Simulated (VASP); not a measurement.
# Al (P6_3/mmc) in VASP: a series of runs

The runs below take Al through single point, with PBE+D3(BJ).

Program: VASP 6.6.1. These are calculated values, not measurements. Logs are shortened: lines on timing, memory, paths and dates and some standing lists are left out, and cuts for length are marked.

**1. The cell of the first run**

The structure is hexagonal, space group P6_3/mmc (No. 194). Conventional cell: a = 2.767 Å, b = 2.767 Å, c = 8.798 Å, α = 90.00°, β = 90.00°, γ = 120.00°. Al (site symmetry -3m) has 12 Al at 2.72 to 2.77 Å within 3.6 Å. Al (site symmetry -6m2) has 12 Al at 2.72 to 2.77 Å within 3.6 Å.

This isn't the form of Al at room conditions, which is fcc.

**2. Single point, PBE+D3(BJ) (14.59 Å³/atom)**

INCAR reads:

```
SYSTEM = Al
PREC     = Accurate       ! precision mode
ENCUT    = 520            ! plane-wave cutoff, eV
EDIFF    = 1E-6           ! SCF threshold, eV
ISMEAR   = 0              ! smearing method
SIGMA    = 0.15           ! smearing width, eV
LREAL    = .False.        ! projectors in reciprocal space
LASPH    = .True.         ! aspherical terms in the spheres
NELM     = 80             ! most SCF steps
ALGO     = Normal         ! electronic algorithm
ISIF     = 2              ! what is computed and relaxed
LWAVE    = .False.        ! write WAVECAR
LCHARG   = .False.        ! write CHGCAR
GGA      = PE             ! functional
IVDW     = 12             ! dispersion correction
NBANDS   = 14             ! bands
```

KPOINTS reads:

```
Automatic mesh
0
Gamma
  18 18 6
  0 0 0
```

POSCAR reads:

```
Al
1.0
    2.7670470814      0.0000000000      0.0000000000
   -1.3835235407      2.3963330660      0.0000000000
    0.0000000000      0.0000000000      8.7983796047
Al
4
Direct
    0.0000000000      0.0000000000      0.0000000000
    0.3333333333      0.6666666667      0.2500000000
    0.0000000000      0.0000000000      0.5000000000
    0.6666666667      0.3333333333      0.7500000000
```

Potentials or basis: VASP PAW PBE potentials, release 64 (Al).

On the command line:

```bash
> cat potpaw_PBE.64/Al/POTCAR > POTCAR
> mpirun -np 1 vasp_std > vasp.out
```

OUTCAR:

```text
SYSTEM = Al
   PREC = Accurate
   ENCUT = 520
   EDIFF = 1E-6
   ISMEAR = 0
   LREAL = .False.
   LASPH = .True.
   NELM = 80
   ISIF = 2
   GGA = PE
   IVDW = 12
 IVDW          = 12

 ion  position               nearest neighbor table
   1  0.000  0.000  0.000-   2 2.72   4 2.72   4 2.72   2 2.72   4 2.72   2 2.72
   2  0.333  0.667  0.250-   1 2.72   3 2.72   1 2.72   3 2.72   1 2.72   3 2.72
   3  0.000  0.000  0.500-   2 2.72   4 2.72   4 2.72   2 2.72   4 2.72   2 2.72
   4  0.667  0.333  0.750-   1 2.72   3 2.72   1 2.72   3 2.72   1 2.72   3 2.72

  LATTYP: Found a hexagonal cell.
 ALAT       =     2.7670470814
 C/A-ratio  =     3.1797000000

  Lattice vectors:

 A1 = (   2.7670470814,   0.0000000000,   0.0000000000)
 A2 = (  -1.3835235407,   2.3963330660,   0.0000000000)
 A3 = (   0.0000000000,   0.0000000000,   8.7983796047)

Analysis of symmetry for initial positions (statically):
=====================================================================
 Subroutine PRICEL returns:
 Original cell was already a primitive cell.

 Routine SETGRP: Setting up the symmetry group for a
 hexagonal supercell.

 Subroutine GETGRP returns: Found 24 space group operations
 (whereof 12 operations were pure point group operations)
 out of a pool of 24 trial point group operations.

The static configuration has the point symmetry D_3d.
 The point group associated with its full space group is D_6h.

Analysis of symmetry for dynamics (positions and initial velocities):
=====================================================================
 Subroutine PRICEL returns:
 Original cell was already a primitive cell.

 Routine SETGRP: Setting up the symmetry group for a
 hexagonal supercell.

 Subroutine GETGRP returns: Found 24 space group operations
 (whereof 12 operations were pure point group operations)
 out of a pool of 24 trial point group operations.

The dynamic configuration has the point symmetry D_3d.
 The point group associated with its full space group is D_6h.

 Subroutine INISYM returns: Found 24 space group operations
 (whereof 12 operations are pure point group operations),
 and found     1 'primitive' translations

----------------------------------------------------------------------------------------

                                     Primitive cell

  volume of cell :      58.3400

  direct lattice vectors                    reciprocal lattice vectors
     2.767047081  0.000000000  0.000000000     0.361396091  0.208652131  0.000000000
    -1.383523541  2.396333066  0.000000000     0.000000000  0.417304261  0.000000000
     0.000000000  0.000000000  8.798379605     0.000000000  0.000000000  0.113657292

  length of vectors
     2.767047081  2.767047081  8.798379605     0.417304261  0.417304261  0.113657292

  position of ions in fractional coordinates (direct lattice)
     0.000000000  0.000000000  0.000000000
     0.333333333  0.666666667  0.250000000
     0.000000000  0.000000000  0.500000000
     0.666666667  0.333333333  0.750000000

  ion indices of the primitive-cell ions
   primitive index   ion index
                 1           1
                 2           2
                 3           3
                 4           4

----------------------------------------------------------------------------------------

 KPOINTS: Automatic mesh

Automatic generation of k-mesh.
 Grid dimensions read from file:
 generate k-points for:   18   18    6

 Generating k-lattice:

  Cartesian coordinates                     Fractional coordinates (reciprocal lattice)
     0.020077561  0.011591785  0.000000000     0.055555556 -0.000000000  0.000000000
     0.000000000  0.023183570  0.000000000     0.000000000  0.055555556  0.000000000
     0.000000000  0.000000000  0.018942882     0.000000000  0.000000000  0.166666667

  Length of vectors
     0.023183570  0.023183570  0.018942882

  Shift w.r.t. Gamma in fractional coordinates (k-lattice)
     0.000000000  0.000000000  0.000000000

 Subroutine IBZKPT returns following result:
 ===========================================

 Found    148 irreducible k-points:

 Following reciprocal coordinates:
            Coordinates               Weight
  0.000000  0.000000  0.000000      1.000000
  0.055556  0.000000  0.000000      6.000000
  0.111111  0.000000  0.000000      6.000000
  0.166667  0.000000  0.000000      6.000000
  0.222222  0.000000  0.000000      6.000000
  0.277778  0.000000  0.000000      6.000000
[... 16 lines left out ...]
  0.333333  0.111111  0.000000     12.000000
  0.388889  0.111111  0.000000     12.000000
 [... further k-points ...]
   k-points           NKPTS =    148   k-points in BZ     NKDIM =    148   number of bands    NBANDS=     14
   number of dos      NEDOS =    301   number of ions     NIONS =      4
   total plane-waves  NPLWV =  40320
   dimension x,y,z NGX =    24 NGY =   24 NGZ =   70
   dimension x,y,z NGXF=    48 NGYF=   48 NGZF=  140
   ions per type =               4
   NGX,Y,Z   is equivalent  to a cutoff of  14.42, 14.42, 13.23 a.u.
   NGXF,Y,Z  is equivalent  to a cutoff of  28.84, 28.84, 26.45 a.u.
 SYSTEM =  Al
   PREC   = accura    normal or accurate (medium, high low for compatibility)
   ISTART =      0    job   : 0-new  1-cont  2-samecut
   ICHARG =      2    charge: 1-file 2-atom 10-const
   ISPIN  =      1    spin polarized calculation?
   LNONCOLLINEAR =      F non collinear calculations
   LSORBIT =      F    spin-orbit coupling
   LASPH  =      T    aspherical Exc in radial PAW
   ENCUT  =  520.0 eV  38.22 Ry    6.18 a.u.   5.14  5.14 16.36*2*pi/ulx,y,z
   NELM   =     80;   NELMIN=  2; NELMDL= -5     # of ELM steps
   EDIFF  = 0.1E-05   stopping-criterion for ELM
   LREAL  =      F    real-space projection
   EDIFFG = 0.1E-04   stopping-criterion for IOM
   NSW    =      0    number of steps for IOM
   IBRION =     -1    ionic relax: 0-MD 1-quasi-New 2-CG
   NFREE  =      0    steps in history (QN), initial steepest desc. (CG)
   ISIF   =      2    stress and relaxation
   ISYM   =      2    0-nonsym 1-usesym 2-fastsym
   POTIM  = 0.5000    time-step for ionic-motion
   TEBEG  =    0.0;   TEEND  =   0.0 temperature during run
   PSTRESS=    0.0 pullay stress
   NELECT =      12.0000    total number of electrons
   NUPDOWN=      -1.0000    fix difference up-down
   EMIN   =  10.00;   EMAX   =-10.00  energy-range for DOS
   EFERMI =   0.00;   METHOD = LEGACY
   ISMEAR =     0;   SIGMA  =   0.15  broadening in eV -4-tet -1-fermi 0-gaus
   EFERMI_NEDOS =   21; number of points for ismear=-14 and -15
   IALGO  =     38    algorithm
   IMIX   =      4    mixing-type and parameters
     AMIX     =   0.40;   BMIX     =  1.00
     AMIX_MAG =   1.60;   BMIX_MAG =  1.00
  volume/ion in A,a.u.               =      14.59        98.42
  Fermi-wavevector in a.u.,A,eV,Ry     =   0.966377  1.826187 12.706261  0.933884
  Thomas-Fermi vector in A             =   2.096173
   LORBIT       =      0    0 simple, 1 ext, 2 COOP (PROOUT), +10 PAW based schemes
   GGA     = PE    functional components
   LHFCALC =     F    Hartree Fock is set to
   AEXX    =    0.0000 exact exchange contribution
   IVDW    =    12    specifies the selected vdW correction
   LEPSILON=     F    determine dielectric tensor
   LRPA    =     F    only Hartree local field effects (RPA)
 non-spin polarized calculation
 Gauss-broadening in eV      SIGMA  =   0.15
  energy-cutoff  :      520.00
  volume of cell :       58.34
 maximum number of plane-waves:      1592
 NGX is ok and might be reduce to    24
   NGX = 11   NGY = 11   NGZ = 33

 number of electron      12.0000000 magnetization

 Free energy of the ion-electron system (eV)
  ---------------------------------------------------
  ext. energy  EPLUGINS =         0.00000000
  ---------------------------------------------------
  free energy    TOTEN  =       -14.64409688 eV

  energy without entropy =      -14.62851920  energy(sigma->0) =      -14.63630804

 E-fermi :   9.3310     XC(G=0): -10.6519

 val. band max:        9.3098785252   @ k =   0.1111   0.0556   0.5000
 cond. band min:       9.3365501578   @ k =   0.3889   0.1667   0.1667
 fundamental gap:      0.0266716326
 Fermi energy:         9.3310180673

 k-point     1 :       0.0000    0.0000    0.0000
  band No.  band energies     occupation
      1      -2.6673      2.00000
      2      -0.7717      2.00000
      3      -0.7704      2.00000
      4       4.4227      2.00000
      5       5.1409      2.00000
      6      13.5777      0.00000
      7      13.5988      0.00000
      8      20.5533      0.00000
      9      20.5533      0.00000
     10      20.6385      0.00000
     11      20.6385      0.00000
     12      21.5974      0.00000
     13      21.6005      0.00000
     14      21.7272      0.00000

 k-point     2 :       0.0556    0.0000    0.0000
  band No.  band energies     occupation
      1      -2.5878      2.00000
      2      -0.6934      2.00000
      3      -0.6921      2.00000
      4       4.4953      2.00000
      5       5.2173      2.00000
      6      13.6329      0.00000
      7      13.6597      0.00000
      8      18.8240      0.00000
      9      19.4600      0.00000
     10      20.2415      0.00000
     11      20.3293      0.00000
     12      20.8390      0.00000
     13      20.9502      0.00000
     14      20.9845      0.00000
[... 343 lines left out ...]
      1       1.3991      2.00000
      2       3.2217      2.00000
      3       3.2269      2.00000
      4       6.7105      2.00000
      5       8.0675      2.00000
      6       8.4653      2.00000
      7       8.8291      2.00000
      8       9.4895      0.13503
      9      12.1562      0.00000
     10      13.3771      0.00000
     11      14.0096      0.00000
     12      14.0915      0.00000
     13      15.0484      0.00000
     14      17.5513      0.00000

 k-point    24 :       0.3889    0.1111    0.0000
  band No.  band energies     occupation
      1       2.5461      2.00000
      2       4.3204      2.00000
      3       4.3365      2.00000
      4       5.2442      2.00000
      5       7.1126      2.00000
      6       7.1247      2.00000
      7       9.3529      0.83689
      8      10.1903      0.00000
      9      11.7513      0.00000
     10      11.9619      0.00000
     11      13.4560      0.00000
     12      13.8082      0.00000
     13      14.2999      0.00000
     14      18.2984      0.00000

 [... further k-points ...]

------------------------ aborting loop because EDIFF is reached ----------------------------------------

 Edisp (eV)   -1.52967

 E8    (eV) :    -0.6854

  FORCE on cell =-STRESS in cart. coord.  units (eV):
  Direction    XX          YY          ZZ          XY          YZ          ZX
  --------------------------------------------------------------------------------------
  -------------------------------------------------------------------------------------
  Total       2.62978     2.62978     4.17709     0.00000     0.00000     0.00000
  in kB      72.22100    72.22100   114.71445     0.00000     0.00000     0.00000
  external pressure =       86.39 kB  Pullay stress =        0.00 kB

 VOLUME and BASIS-vectors are now :
 -----------------------------------------------------------------------------
  energy-cutoff  :      520.00
  volume of cell :       58.34
      direct lattice vectors                 reciprocal lattice vectors
     2.767047081  0.000000000  0.000000000     0.361396091  0.208652131  0.000000000
    -1.383523541  2.396333066  0.000000000     0.000000000  0.417304261  0.000000000
     0.000000000  0.000000000  8.798379605     0.000000000  0.000000000  0.113657292

 POSITION                                       TOTAL-FORCE (eV/Angst)
 -----------------------------------------------------------------------------------
      0.00000      0.00000      0.00000         0.000000      0.000000      0.000000
     -0.00000      1.59756      2.19959         0.000000     -0.000000      0.000000
      0.00000      0.00000      4.39919         0.000000      0.000000      0.000000
      1.38352      0.79878      6.59878        -0.000000      0.000000      0.000000
 -----------------------------------------------------------------------------------
    total drift:                               -0.000000      0.000000      0.000000

  FREE ENERGIE OF THE ION-ELECTRON SYSTEM (eV)
  ---------------------------------------------------
  free  energy   TOTEN  =       -16.1737691048 eV

  energy  without entropy=      -16.1581914256  energy(sigma->0) =      -16.16598027
```

Wall time 67 s (1 thread of AMD EPYC 9R45 (Zen 5), shared host); peak memory 0.22 GiB.

Results:

- Free energy: -16.1738 eV
- Pressure: 8.6 GPa
- Band gap on the k mesh: zero (bands 6 and 7 overlap by 6.24 eV)
- Dispersion energy per atom: -0.382 eV

Stress tensor (GPa, compression positive):
```
 7.22  0.00  0.00
 0.00  7.22  0.00
 0.00  0.00 11.47
```

Levels at points of the mesh, in eV from the Fermi level:
| k point | band 4 | band 5 | band 6 | band 7 | band 8 | band 9 |
| --- | --- | --- | --- | --- | --- | --- |
| (0.00, 0.00, 0.00) | -4.91 | -4.19 | 4.25 | 4.27 | 11.22 | 11.22 |
| (0.50, 0.00, 0.00) | -4.27 | -3.50 | -3.46 | 0.85 | 1.24 | 1.84 |
| (0.00, 0.00, 0.50) | -7.77 | -0.51 | -0.51 | 9.58 | 9.58 | 11.56 |
| (0.50, 0.00, 0.50) | -5.23 | -1.95 | -1.95 | -1.22 | -1.22 | 5.03 |

Caveat: the cell stands under pressure.

**3. Single point, PBE+D3(BJ) (14.58 Å³/atom)**

INCAR reads:

```
SYSTEM = Al
  ALGO = Normal
  EDIFF = 1E-6
  ENCUT = 520
  GGA = PE
  ISIF = 2
  ISMEAR = 0
  IVDW = 12
  LASPH = .True.
  LCHARG = .False.
  LREAL = .False.
  LWAVE = .False.
  NBANDS = 14
  NELM = 60
  PREC = Accurate
  SIGMA = 0.15
```

KPOINTS reads:

```
k-points
0
Gamma
  18 18 6
  0 0 0
```

POSCAR reads:

```
Al
1.0
    2.7085231661      0.0000000000      0.0000000000
   -1.3542615831      2.3456498686      0.0000000000
    0.0000000000      0.0000000000      9.1827060902
Al
4
Direct
    0.0000000000      0.0000000000      0.0000000000
    0.3333333333      0.6666666667      0.2500000000
    0.0000000000      0.0000000000      0.5000000000
    0.6666666667      0.3333333333      0.7500000000
```

Potentials or basis: VASP PAW PBE potentials, release 64 (Al).

On the command line:

```bash
> cat potpaw_PBE.64/Al/POTCAR > POTCAR
> mpirun -np 1 vasp_std > vasp.out
```

OUTCAR:

```text
SYSTEM = Al
   EDIFF = 1E-6
   ENCUT = 520
   GGA = PE
   ISIF = 2
   ISMEAR = 0
   IVDW = 12
   LASPH = .True.
   LREAL = .False.
   NELM = 60
   PREC = Accurate
 IVDW          = 12

 ion  position               nearest neighbor table
   1  0.000  0.000  0.000-   2 2.78   4 2.78   4 2.78   2 2.78   4 2.78   2 2.78
   2  0.333  0.667  0.250-   1 2.78   3 2.78   1 2.78   3 2.78   1 2.78   3 2.78
   3  0.000  0.000  0.500-   2 2.78   4 2.78   4 2.78   2 2.78   4 2.78   2 2.78
   4  0.667  0.333  0.750-   1 2.78   3 2.78   1 2.78   3 2.78   1 2.78   3 2.78

  LATTYP: Found a hexagonal cell.
 ALAT       =     2.7085231661
 C/A-ratio  =     3.3903000001

  Lattice vectors:

 A1 = (   2.7085231661,   0.0000000000,   0.0000000000)
 A2 = (  -1.3542615831,   2.3456498686,   0.0000000000)
 A3 = (   0.0000000000,   0.0000000000,   9.1827060902)

Analysis of symmetry for initial positions (statically):
=====================================================================
 Subroutine PRICEL returns:
 Original cell was already a primitive cell.

 Routine SETGRP: Setting up the symmetry group for a
 hexagonal supercell.

 Subroutine GETGRP returns: Found 24 space group operations
[... 192 lines left out ...]
     13      22.4618      0.00000
     14      22.4641      0.00000
[... 377 lines left out ...]
      1       2.7633      2.00000
      2       4.3901      2.00000
      3       4.3971      2.00000
      4       5.5616      2.00000
      5       7.2860      2.00000
      6       7.3131      2.00000
      7       9.2183      1.72168
      8       9.7283      0.00020
      9      11.7924      0.00000
     10      11.9737      0.00000
     11      13.5484      0.00000
     12      14.1815      0.00000
     13      14.6444      0.00000
     14      17.5490      0.00000

 [... further k-points ...]

------------------------ aborting loop because EDIFF is reached ----------------------------------------

 Edisp (eV)   -1.52977

 E8    (eV) :    -0.6855

  FORCE on cell =-STRESS in cart. coord.  units (eV):
  Direction    XX          YY          ZZ          XY          YZ          ZX
  --------------------------------------------------------------------------------------
  -------------------------------------------------------------------------------------
  Total       3.77458     3.77458     2.01623    -0.00000     0.00000     0.00000
  in kB     103.66051   103.66051    55.37133    -0.00000     0.00000     0.00000
  external pressure =       87.56 kB  Pullay stress =        0.00 kB

 VOLUME and BASIS-vectors are now :
 -----------------------------------------------------------------------------
  energy-cutoff  :      520.00
  volume of cell :       58.34
      direct lattice vectors                 reciprocal lattice vectors
     2.708523166  0.000000000  0.000000000     0.369204891  0.213160543  0.000000000
    -1.354261583  2.345649869  0.000000000     0.000000000  0.426321086  0.000000000
     0.000000000  0.000000000  9.182706090     0.000000000  0.000000000  0.108900360

 POSITION                                       TOTAL-FORCE (eV/Angst)
 -----------------------------------------------------------------------------------
      0.00000      0.00000      0.00000        -0.000000      0.000000     -0.000000
     -0.00000      1.56377      2.29568        -0.000000      0.000000      0.000000
      0.00000      0.00000      4.59135        -0.000000      0.000000     -0.000000
      1.35426      0.78188      6.88703         0.000000     -0.000000     -0.000000
 -----------------------------------------------------------------------------------
    total drift:                               -0.000000      0.000000     -0.000000

  FREE ENERGIE OF THE ION-ELECTRON SYSTEM (eV)
  ---------------------------------------------------
  free  energy   TOTEN  =       -16.1687516045 eV

  energy  without entropy=      -16.1500693585  energy(sigma->0) =      -16.15941048
```

It took 45 s on 1 thread of AMD EPYC 9R45 (Zen 5), shared host; peak memory 0.2 GiB.

What came out:

```yaml
Free_energy: -16.1688 eV
Pressure: 8.8 GPa
Band_gap_on_the_k_mesh: zero (bands 6 and 7 overlap by 5.15 eV)
Dispersion_energy_per_atom: -0.382 eV
```

Caveat: the cell stands under pressure.

[end of part 1 of 2]
